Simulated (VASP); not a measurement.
# P (P6/mmm) in VASP: a series of runs

Runs on P. Level: r2SCAN. Tasks: single point.

Everything below comes from runs of VASP 6.6.1. Logs are shortened: lines on timing, memory, paths and dates and some standing lists are left out, and cuts for length are marked.

## (1) The cell of the first run

The structure is hexagonal, space group P6/mmm (No. 191). The conventional cell has a = 4.475 Å, b = 4.475 Å, c = 2.499 Å, α = 90.00°, β = 90.00°, γ = 120.00°. Within 3.3 Å of P (site symmetry 6/mmm) lie 14 P at 2.50 to 2.87 Å. Within 3.3 Å of P (site symmetry -6m2) lie 11 P at 2.50 to 2.87 Å.

This isn't the form of P at room conditions, which is orthorhombic.

## (2) Single point, r2SCAN

Contents of POSCAR:

```
P
1.0
    4.4753493776      0.0000000000      0.0000000000
   -2.2376746888      3.8757662518      0.0000000000
    0.0000000000      0.0000000000      2.4991552475
P
3
Direct
    0.0000000000      1.0000000000      0.0000000000
    0.3333333333      0.6666666667      0.5000000000
    0.6666666667      0.3333333333      0.5000000000
```

Contents of INCAR.step1:

```
PREC = Accurate
ENCUT = 550
ISMEAR = -1
SIGMA = 0.1
LREAL = F
LASPH = T
NELM = 120
NBANDS = 14
GGA = PE
ALGO = Normal
EDIFF = 1E-5
LWAVE = T
LCHARG = F
GGA_COMPAT = F
```

Contents of INCAR.step2:

```
PREC = Accurate
ENCUT = 550
EDIFF = 1E-6
ISMEAR = -1
SIGMA = 0.1
LREAL = F
LASPH = T
NELM = 120
ALGO = Normal
ISIF = 2
LWAVE = F
LCHARG = T
METAGGA = R2SCAN
LMIXTAU = T
LELF = T
LVHAR = T
NBANDS = 14
ISTART = 1
GGA_COMPAT = F
```

Contents of KPOINTS:

```
regular mesh
0
Gamma
  8 8 12
```

Potentials or basis: VASP PAW PBE potentials, release 64 (P).

Started as:

```
$ cat potpaw_PBE.64/P/POTCAR > POTCAR
$ cp INCAR.step1 INCAR
$ mpirun -np 1 vasp_std > vasp.out
$ cp INCAR.step2 INCAR
$ mpirun -np 1 vasp_std > vasp.out
```

OUTCAR:

```text
PREC = Accurate
   ENCUT = 550
   EDIFF = 1E-6
   ISMEAR = -1
   LREAL = F
   LASPH = T
   NELM = 120
   ISIF = 2
   METAGGA = R2SCAN
   ISTART = 1

 ion  position               nearest neighbor table
   1  0.000  0.000  0.000-   2 2.87   3 2.87   2 2.87   3 2.87   2 2.87   2 2.87   3 2.87   3 2.87
                             3 2.87   3 2.87   2 2.87   2 2.87
   2  0.333  0.667  0.500-   3 2.58   3 2.58   3 2.58   1 2.87   1 2.87   1 2.87   1 2.87   1 2.87
                             1 2.87
   3  0.667  0.333  0.500-   2 2.58   2 2.58   2 2.58   1 2.87   1 2.87   1 2.87   1 2.87   1 2.87
                             1 2.87

  LATTYP: Found a hexagonal cell.
 ALAT       =     4.4753493776
 C/A-ratio  =     0.5584268482

  Lattice vectors:

 A1 = (   4.4753493776,   0.0000000000,   0.0000000000)
 A2 = (  -2.2376746888,   3.8757662518,   0.0000000000)
 A3 = (   0.0000000000,   0.0000000000,   2.4991552475)

Analysis of symmetry for initial positions (statically):
=====================================================================
 Subroutine PRICEL returns:
 Original cell was already a primitive cell.

 Routine SETGRP: Setting up the symmetry group for a
 hexagonal supercell.

 Subroutine GETGRP returns: Found 24 space group operations
 (whereof 24 operations were pure point group operations)
 out of a pool of 24 trial point group operations.

The static configuration has the point symmetry D_6h.

Analysis of symmetry for dynamics (positions and initial velocities):
=====================================================================
 Subroutine PRICEL returns:
 Original cell was already a primitive cell.

 Routine SETGRP: Setting up the symmetry group for a
 hexagonal supercell.

 Subroutine GETGRP returns: Found 24 space group operations
 (whereof 24 operations were pure point group operations)
 out of a pool of 24 trial point group operations.

The dynamic configuration has the point symmetry D_6h.

 Subroutine INISYM returns: Found 24 space group operations
 (whereof 24 operations are pure point group operations),
 and found     1 'primitive' translations

----------------------------------------------------------------------------------------

                                     Primitive cell

  volume of cell :      43.3489

  direct lattice vectors                    reciprocal lattice vectors
     4.475349378  0.000000000  0.000000000     0.223446242  0.129006748  0.000000000
    -2.237674689  3.875766252  0.000000000     0.000000000  0.258013496  0.000000000
     0.000000000  0.000000000  2.499155248     0.000000000  0.000000000  0.400135206

  length of vectors
     4.475349378  4.475349378  2.499155248     0.258013496  0.258013496  0.400135206

  position of ions in fractional coordinates (direct lattice)
     0.000000000  0.000000000  0.000000000
     0.333333333  0.666666667  0.500000000
     0.666666667  0.333333333  0.500000000

  ion indices of the primitive-cell ions
   primitive index   ion index
                 1           1
                 2           2
                 3           3

----------------------------------------------------------------------------------------

 KPOINTS: regular mesh

Automatic generation of k-mesh.
 Grid dimensions read from file:
 generate k-points for:    8    8   12

 Generating k-lattice:

  Cartesian coordinates                     Fractional coordinates (reciprocal lattice)
     0.027930780  0.016125843  0.000000000     0.125000000 -0.000000000  0.000000000
     0.000000000  0.032251687  0.000000000     0.000000000  0.125000000  0.000000000
     0.000000000  0.000000000  0.033344601     0.000000000  0.000000000  0.083333333

  Length of vectors
     0.032251687  0.032251687  0.033344601

  Shift w.r.t. Gamma in fractional coordinates (k-lattice)
     0.000000000  0.000000000  0.000000000

 Subroutine IBZKPT returns following result:
 ===========================================

 Found     70 irreducible k-points:

 Following reciprocal coordinates:
            Coordinates               Weight
  0.000000  0.000000  0.000000      1.000000
  0.125000 -0.000000  0.000000      6.000000
  0.250000 -0.000000  0.000000      6.000000
  0.375000 -0.000000  0.000000      6.000000
  0.500000 -0.000000  0.000000      3.000000
  0.125000  0.125000  0.000000      6.000000
[... 16 lines left out ...]
  0.250000 -0.000000  0.166667     12.000000
  0.375000 -0.000000  0.166667     12.000000
 [... further k-points ...]
   k-points           NKPTS =     70   k-points in BZ     NKDIM =     70   number of bands    NBANDS=     14
   number of dos      NEDOS =    301   number of ions     NIONS =      3
   total plane-waves  NPLWV =  25920
   dimension x,y,z NGX =    36 NGY =   36 NGZ =   20
   dimension x,y,z NGXF=    72 NGYF=   72 NGZF=   40
   ions per type =               3
   NGX,Y,Z   is equivalent  to a cutoff of  13.37, 13.37, 13.30 a.u.
   NGXF,Y,Z  is equivalent  to a cutoff of  26.75, 26.75, 26.61 a.u.
 SYSTEM =  unknown system
   PREC   = accura    normal or accurate (medium, high low for compatibility)
   ISTART =      1    job   : 0-new  1-cont  2-samecut
   ICHARG =      0    charge: 1-file 2-atom 10-const
   ISPIN  =      1    spin polarized calculation?
   LNONCOLLINEAR =      F non collinear calculations
   LSORBIT =      F    spin-orbit coupling
   LASPH  =      T    aspherical Exc in radial PAW
   ENCUT  =  550.0 eV  40.42 Ry    6.36 a.u.   8.56  8.56  4.78*2*pi/ulx,y,z
   NELM   =    120;   NELMIN=  2; NELMDL=  0     # of ELM steps
   EDIFF  = 0.1E-05   stopping-criterion for ELM
   LREAL  =      F    real-space projection
   EDIFFG = 0.1E-04   stopping-criterion for IOM
   NSW    =      0    number of steps for IOM
   IBRION =     -1    ionic relax: 0-MD 1-quasi-New 2-CG
   NFREE  =      0    steps in history (QN), initial steepest desc. (CG)
   ISIF   =      2    stress and relaxation
   ISYM   =      2    0-nonsym 1-usesym 2-fastsym
   POTIM  = 0.5000    time-step for ionic-motion
   TEBEG  =    0.0;   TEEND  =   0.0 temperature during run
   PSTRESS=    0.0 pullay stress
   NELECT =      15.0000    total number of electrons
   NUPDOWN=      -1.0000    fix difference up-down
   EMIN   =  10.00;   EMAX   =-10.00  energy-range for DOS
   EFERMI =   0.00;   METHOD = LEGACY
   ISMEAR =    -1;   SIGMA  =   0.10  broadening in eV -4-tet -1-fermi 0-gaus
   EFERMI_NEDOS =   21; number of points for ismear=-14 and -15
   IALGO  =     38    algorithm
   IMIX   =      4    mixing-type and parameters
     AMIX     =   0.40;   BMIX     =  1.00
     AMIX_MAG =   1.60;   BMIX_MAG =  1.00
  volume/ion in A,a.u.               =      14.45        97.51
  Fermi-wavevector in a.u.,A,eV,Ry     =   1.149333  2.171925 17.972848  1.320967
  Thomas-Fermi vector in A             =   2.286004
   LORBIT       =      0    0 simple, 1 ext, 2 COOP (PROOUT), +10 PAW based schemes
   METAGGA = R2SCAN    functional components
   LHFCALC =     F    Hartree Fock is set to
   AEXX    =    0.0000 exact exchange contribution
   IVDW    =     0    specifies the selected vdW correction
   LEPSILON=     F    determine dielectric tensor
   LRPA    =     F    only Hartree local field effects (RPA)
 non-spin polarized calculation
  energy-cutoff  :      550.00
  volume of cell :       43.35
 maximum number of plane-waves:      1294
 NGX is ok and might be reduce to    36
   NGX = 17   NGY = 17   NGZ =  9

 number of electron      15.0000001 magnetization

 Free energy of the ion-electron system (eV)
  ---------------------------------------------------
  ext. energy  EPLUGINS =         0.00000000
  ---------------------------------------------------
  free energy    TOTEN  =       -24.22429626 eV

  energy without entropy =      -24.18405589  energy(sigma->0) =      -24.20417607

 E-fermi :   9.7189     XC(G=0): -12.1779

 val. band max:        9.5961859813   @ k =   0.2500   0.1250   0.0833
 cond. band min:       9.7367422711   @ k =   0.1250  -0.0000   0.3333
 fundamental gap:      0.1405562898
 Fermi energy:         9.7188829470

 k-point     1 :       0.0000    0.0000    0.0000
  band No.  band energies     occupation
      1      -7.4683      2.00000
      2      -0.0229      2.00000
      3       0.0386      2.00000
      4       3.6333      2.00000
      5       3.6333      2.00000
      6       3.8764      2.00000
      7       3.8764      2.00000
      8      14.1315      0.00000
      9      16.3651      0.00000
     10      16.3651      0.00000
     11      17.4586      0.00000
     12      18.7873      0.00000
     13      18.8331      0.00000
     14      21.4485      0.00000

 k-point     2 :       0.1250   -0.0000    0.0000
  band No.  band energies     occupation
      1      -7.3156      2.00000
      2      -0.7016      2.00000
      3      -0.3780      2.00000
      4       2.7155      2.00000
      5       3.5530      2.00000
      6       5.0772      2.00000
      7       5.5839      2.00000
      8      14.2559      0.00000
      9      15.2037      0.00000
     10      15.9111      0.00000
     11      17.6761      0.00000
     12      18.5770      0.00000
     13      18.6711      0.00000
     14      21.5443      0.00000

 k-point     3 :       0.2500   -0.0000    0.0000
  band No.  band energies     occupation
      1      -6.8588      2.00000
      2      -2.2197      2.00000
      3      -0.9295      2.00000
      4       1.9764      2.00000
      5       4.7127      2.00000
      6       6.6589      2.00000
      7       8.0559      2.00000
      8      13.0191      0.00000
      9      14.5617      0.00000
     10      14.6252      0.00000
     11      17.8949      0.00000
     12      17.9882      0.00000
     13      18.4025      0.00000
     14      21.3511      0.00000
[... 324 lines left out ...]
 k-point    23 :       0.2500   -0.0000    0.1667
  band No.  band energies     occupation
      1      -6.2008      2.00000
      2      -1.5793      2.00000
      3      -0.2966      2.00000
      4       2.5926      2.00000
      5       5.2871      2.00000
      6       7.2286      2.00000
      7       8.4884      1.99999
      8       9.5619      1.65560
      9      13.1994      0.00000
     10      13.7449      0.00000
     11      14.3933      0.00000
     12      14.6203      0.00000
     13      19.9849      0.00000
     14      20.9381      0.00000

 k-point    24 :       0.3750   -0.0000    0.1667
  band No.  band energies     occupation
      1      -5.4472      2.00000
      2      -3.0957      2.00000
      3      -0.6719      2.00000
      4       2.1498      2.00000
      5       6.9433      2.00000
      6       9.0055      1.99841
      7       9.9132      0.25068
      8      10.7359      0.00008
      9      11.5788      0.00000
     10      12.7294      0.00000
     11      12.9546      0.00000
     12      14.0834      0.00000
     13      19.1120      0.00000
     14      19.3233      0.00000

 [... further k-points ...]

------------------------ aborting loop because EDIFF is reached ----------------------------------------

  FORCE on cell =-STRESS in cart. coord.  units (eV):
  Direction    XX          YY          ZZ          XY          YZ          ZX
  --------------------------------------------------------------------------------------
  -------------------------------------------------------------------------------------
  Total       -0.0302720     -0.0302720     -0.0651631      0.0000000      0.0000000      0.0000000
  in kB       -1.1188540     -1.1188540     -2.4084321      0.0000000      0.0000000      0.0000000
  external PRESSURE =      -1.5487134 kB  Pullay stress =       0.0000000 kB

 VOLUME and BASIS-vectors are now :
 -----------------------------------------------------------------------------
  energy-cutoff  :      550.00
  volume of cell :       43.35
      direct lattice vectors                 reciprocal lattice vectors
     4.475349378  0.000000000  0.000000000     0.223446242  0.129006748  0.000000000
    -2.237674689  3.875766252  0.000000000     0.000000000  0.258013496  0.000000000
     0.000000000  0.000000000  2.499155248     0.000000000  0.000000000  0.400135206

 POSITION                                       TOTAL-FORCE (eV/Angst)
 -----------------------------------------------------------------------------------
      0.00000      0.00000      0.00000         0.000000      0.000000      0.000000
     -0.00000      2.58384      1.24958        -0.000000      0.000000      0.000000
      2.23767      1.29192      1.24958         0.000000     -0.000000      0.000000
 -----------------------------------------------------------------------------------
    total drift:                                0.000000     -0.000000     -0.000000

  FREE ENERGIE OF THE ION-ELECTRON SYSTEM (eV)
  ---------------------------------------------------
  free  energy   TOTEN  =       -24.2242962626 eV

  energy  without entropy=      -24.1840558865  energy(sigma->0) =      -24.20417607
```

Run time: 1.7 min. Hardware: 1 thread of AMD EPYC 9R14 (Zen 4), shared host; peak memory 0.15 GiB.

Results:

```
Free energy            : -24.2243 eV
Pressure               : -0.2 GPa
Band gap on the k mesh : zero (an odd number of electrons rules out a gap without spin polarisation)
```

Caveat: the PAW data sets were made with another functional, which shifts forces and pressure a little.

## (3) Single point, r2SCAN (12.72 Å³/atom)

This run uses another cell than the first one, of 12.72 Å³/atom.

Contents of POSCAR:

```
P
1.0
    4.2886555750      0.0000000000      0.0000000000
   -2.1443277875      3.7140846761      0.0000000000
    0.0000000000      0.0000000000      2.3949004157
P
3
Direct
    0.0000000000      1.0000000000      0.0000000000
    0.3333333333      0.6666666667      0.5000000000
    0.6666666667      0.3333333333      0.5000000000
```

Contents of INCAR.step1:

```
SYSTEM = P
ALGO     = Normal         ! electronic algorithm
EDIFF    = 1E-5           ! SCF threshold, eV
ENCUT    = 550            ! plane-wave cutoff, eV
GGA      = PE             ! functional
GGA_COMPAT= .False.      
ISMEAR   = -1             ! smearing method
LASPH    = .True.         ! aspherical terms in the spheres
LCHARG   = .False.        ! write CHGCAR
LREAL    = .False.        ! projectors in reciprocal space
LWAVE    = .True.         ! write WAVECAR
NBANDS   = 14             ! bands
NELM     = 120            ! most SCF steps
PREC     = Accurate       ! precision mode
SIGMA    = 0.1            ! smearing width, eV
```

Contents of INCAR.step2:

```
SYSTEM = P
ALGO     = Normal         ! electronic algorithm
EDIFF    = 1E-6           ! SCF threshold, eV
ENCUT    = 550            ! plane-wave cutoff, eV
GGA_COMPAT= .False.      
ISIF     = 2              ! what is computed and relaxed
ISMEAR   = -1             ! smearing method
ISTART   = 1            
LASPH    = .True.         ! aspherical terms in the spheres
LCHARG   = .True.         ! write CHGCAR
LELF     = .True.         ! ELF
LMIXTAU  = .True.       
LREAL    = .False.        ! projectors in reciprocal space
LVHAR    = .True.       
LWAVE    = .False.        ! write WAVECAR
METAGGA  = R2SCAN         ! meta-GGA
NBANDS   = 14             ! bands
NELM     = 120            ! most SCF steps
PREC     = Accurate       ! precision mode
SIGMA    = 0.1            ! smearing width, eV
```

Contents of KPOINTS:

```
k-points
0
Gamma
  9 9 14
  0 0 0
```

Potentials or basis: VASP PAW PBE potentials, release 64 (P).

Started as:

```
$ cat potpaw_PBE.64/P/POTCAR > POTCAR
$ cp INCAR.step1 INCAR
$ mpirun -np 1 vasp_std > vasp.out
$ cp INCAR.step2 INCAR
$ mpirun -np 1 vasp_std > vasp.out
```

Wall time 1.9 min (1 thread of AMD EPYC 9R14 (Zen 4), shared host); peak memory 0.15 GiB.

It converged, with:

* Free energy: -23.9749 eV
* Pressure: 14.8 GPa
* Band gap on the k mesh: zero (an odd number of electrons rules out a gap without spin polarisation)

Stress tensor (GPa, compression positive):
```
15.01  0.00  0.00
 0.00 15.01  0.00
 0.00  0.00 14.43
```

Levels at points of the mesh, in eV from the Fermi level:
```
           k point  band 5  band 6  band 7  band 8  band 9  band 10  band 11  band 12
(0.00, 0.00, 0.00)   -7.15   -6.91   -6.91    4.91    7.65     7.76     7.76    10.57
(0.00, 0.00, 0.50)   -3.56   -3.42   -3.11   -3.11   -0.97    -0.97    -0.39    -0.39
```

Caveat: the cell stands under pressure; the PAW data sets were made with another functional, which shifts forces and pressure a little.

(Continued in part 2 of 2.)

The gap in the log of VASP goes by the Fermi energy; the results here count the filled bands.